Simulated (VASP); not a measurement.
Here is a VASP 6.6.1 calculation.

Contents of INCAR:

```
PREC     = Accurate       # precision mode
ENCUT    = 520            # plane-wave cutoff, eV
EDIFF    = 1E-7           # SCF threshold, eV
ISMEAR   = 0              # smearing method
SIGMA    = 0.01           # smearing width, eV
LREAL    = F              # projectors in reciprocal space
LASPH    = T              # aspherical terms in the spheres
NELM     = 60             # most SCF steps
ALGO     = Normal         # electronic algorithm
ISIF     = 2              # what is computed and relaxed
LWAVE    = F              # write WAVECAR
LCHARG   = T              # write CHGCAR
GGA      = PE             # functional
LELF     = T              # ELF
LVHAR    = T            
NBANDS   = 16             # bands
```

File KPOINTS:

```
regular mesh
0
Gamma
  9 9 6
```

Contents of POSCAR:

```
BN
1.0
    2.4913353509      0.0000000000      0.0000000000
   -1.2456676755      2.1575597032      0.0000000000
    0.0000000000      0.0000000000      4.0010591815
B N
2 2
Direct
    0.0000000000      0.0000000000      0.0000000000
    0.0000000000      0.0000000000      0.5000000000
    0.3333333333      0.6666666667      0.2500000000
    0.6666666667      0.3333333333      0.7500000000
```

Potentials or basis: VASP PAW PBE potentials, release 64 (B, N).

Launch:

```console
$ cat potpaw_PBE.64/B/POTCAR potpaw_PBE.64/N/POTCAR > POTCAR
$ mpirun -np 1 vasp_std > vasp.out
```

(1) Estimate the pressure.

(2) What does it give for the band gap on the k mesh?

## Answers

(1) 4.5 GPa.

(2) 1.61 eV (least direct gap 5.20 eV).

Caveat: the cell stands under pressure; an odd mesh through Γ misses points on the zone boundary, where band edges can lie.
